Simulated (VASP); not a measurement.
Here is a VASP 6.6.1 calculation.

File INCAR:

```
SYSTEM = NaH
PREC = Accurate
ENCUT = 520
EDIFF = 1E-6
ISMEAR = 0
SIGMA = 0.1
LREAL = .FALSE.
LASPH = .TRUE.
NELM = 100
ALGO = Normal
ISIF = 2
LWAVE = .FALSE.
LCHARG = .FALSE.
GGA = PE
NBANDS = 11
```

The input KPOINTS:

```
Automatic mesh
0
G
  6 6 6
  0 0 0
```

File POSCAR:

```
NaH
1.0
    2.9906901900     -1.7132025700      0.0000000000
    2.9906901900      1.7132025700      0.0000000000
   -1.9682124300      0.0000000000      2.8350524500
Na H
1 1
Direct
    0.9403951700      0.9403951700      0.0018663100
    0.5596048300      0.5596048300      0.4981336900
```

Potentials or basis: VASP PAW PBE potentials, release 64 (Na_pv, H).

Run with:

```sh
$ cat potpaw_PBE.64/Na_pv/POTCAR potpaw_PBE.64/H/POTCAR > POTCAR
$ mpirun -np 1 vasp_std > vasp.out
```

Task: Estimate the band gap on the k mesh.

Result: 3.52 eV, indirect (least direct gap 4.32 eV).

Task: Predict the largest force.

Result: 0.791 eV/Å.

Forces in eV/Å, atoms in the order of the input:
```
Na   0.668  0.000  0.423
H   -0.668  0.000 -0.423
```

A k mesh can miss the band edges. As with any semilocal functional, this PBE gap is likely too small.
